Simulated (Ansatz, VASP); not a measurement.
**ZnSe in VASP and in Ansatz**

```
Zn Se
1.0
     0.00000    2.88938    2.88938
     2.88938    0.00000    2.88938
     2.88938    2.88938    0.00000
Zn Se
1 1
Direct
  0.00000 0.00000 0.00000
  0.75000 0.75000 0.75000
```

Change from the starting cell: volume scaled by 1.06, crystal datasets.

Alike in both runs: task electric field gradients; functional LDA; k mesh 8 × 8 × 8; occupations fermi-dirac, width 0.03 eV; no spin polarisation.

|  | VASP | Ansatz |
| --- | --- | --- |
| version | VASP 6.6.1 | Ansatz 0.2.0 |
| potentials or method | VASP PAW LDA potentials, release 64 (Zn, Se), cutoff 520 eV | all-electron PAW with datasets made for the crystal, scalar-relativistic |

```csv
,VASP,Ansatz,Ansatz less VASP
pressure (GPa),-6.0,-6.2,-0.22
```

LDA's correlation is that of Perdew and Zunger in VASP and of Perdew and Wang (1992) in Ansatz. Ansatz ran all-electron here, and VASP with PAW potentials.
